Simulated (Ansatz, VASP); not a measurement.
# One calculation of Ca2BO6, two programs

```
CELL_PARAMETERS angstrom
0.00000 3.64006 3.64006
3.64006 0.00000 3.64006
3.64006 3.64006 0.00000
ATOMIC_POSITIONS crystal
Ca 0.25000 0.25000 0.25000
Ca 0.75000 0.75000 0.75000
B 0.00000 0.00000 0.00000
O 0.77445 0.22555 0.22555
O 0.22555 0.77445 0.22555
O 0.22555 0.22555 0.77445
O 0.22555 0.77445 0.77445
O 0.77445 0.22555 0.77445
O 0.77445 0.77445 0.22555
```

Alike in both runs: functional PBE; k mesh 10 × 10 × 10; occupations gaussian, width 0.1 eV; collinear spin.

Ansatz relaxed the structure, and its values are those at the end. VASP's run is a single point on that final structure, the one shown.

|  | VASP | Ansatz |
| --- | --- | --- |
| version | VASP 6.6.1 | Ansatz 0.2.0 |
| potentials or method | VASP PAW PBE potentials, release 64 (Ca_sv, B, O), cutoff 520 eV | scalar-relativistic, plane waves, PAW |
| valence electrons in the cell | 59 | 59 |

Ansatz gave:

- gap on the k mesh at the Fermi level (eV): none
- pressure (GPa): 0.0
- rms of the force components (eV/Å): 0.002
- net moment per atom (μB): 0.56
- size of the moment on the site where the two differ most (μB): 0.67

Question: Estimate VASP's values.

Answer: gap on the k mesh at the Fermi level (eV): none; pressure (GPa): 0.4; rms of the force components (eV/Å): 0.010; net moment per atom (μB): 0.56; size of the moment on the site where the two differ most (μB): 0.72.

Site moments also hang on the region over which each program counts them. A gap of «none» marks a metal or a gap that the smearing closes.
